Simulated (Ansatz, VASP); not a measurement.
**One calculation of GaP, two programs**

The input INCAR:

```
PREC = Accurate ; ENCUT = 520
EDIFF = 1E-7 ; ISMEAR = 0
SIGMA = 0.05 ; LREAL = False
LASPH = True ; NELM = 100
ALGO = Normal ; ISIF = 2
LWAVE = False ; LCHARG = True
GGA = PS ; LELF = True
LVHAR = True ; NBANDS = 16
```

File KPOINTS:

```
regular mesh
0
Gamma
  8 8 8
```

File POSCAR:

```
GaP
1.0
    0.0000000000      2.8342600000      2.7252500000
    2.8342600000      0.0000000000      2.7252500000
    2.8342600000      2.8342600000      0.0000000000
Ga P
1 1
Direct
    0.0000000000      0.0000000000      0.0000000000
    0.7500000000      0.7500000000      0.7500000000
```

Input for Ansatz:

```yaml
crystal:
  lattice:
    - [0.0, 2.83426, 2.72525]
    - [2.83426, 0.0, 2.72525]
    - [2.83426, 2.83426, 0.0]
  atoms:
    - { symbol: Ga, position: [0.0, 0.0, 0.0] }
    - { symbol: P, position: [0.75, 0.75, 0.75] }
basis:
  ecutwfc: 420
kpoints:
  mp_grid: { grid: [8, 8, 8] }
hamiltonian:
  xc: pbesol
scf:
  occupations: { method: gaussian, width: 0.05 }
output:
  forces: true
  stress: true
  eigenvalues: true
```

Change from the starting cell: strain +0.040 along x and y, +0.000 along z, atoms carried along.

Alike in both runs: task single point; functional PBEsol; k mesh 8 × 8 × 8; occupations gaussian, width 0.05 eV; no spin polarisation.

|  | VASP | Ansatz |
| --- | --- | --- |
| version | VASP 6.6.1 | Ansatz 0.2.0 |
| potentials or method | VASP PAW PBE potentials, release 64 (Ga_d, P), cutoff 520 eV | scalar-relativistic, plane waves, PAW |
| valence electrons in the cell | 18 | 18 |

```tsv
	VASP	Ansatz	Ansatz less VASP
gap on the k mesh at the Fermi level (eV)	0.98	0.97	-0.004
least direct gap on the mesh (eV)	0.98	0.97	-0.004
pressure (GPa)	-6.0	-6.0	+0.02
traceless stress, the component that is largest in VASP (GPa)	1.78	1.78	-0.004
```

VASP's potentials were made for PBE, not for PBEsol. The functional is the same, so the differences come from potentials, cutoffs and numerics.
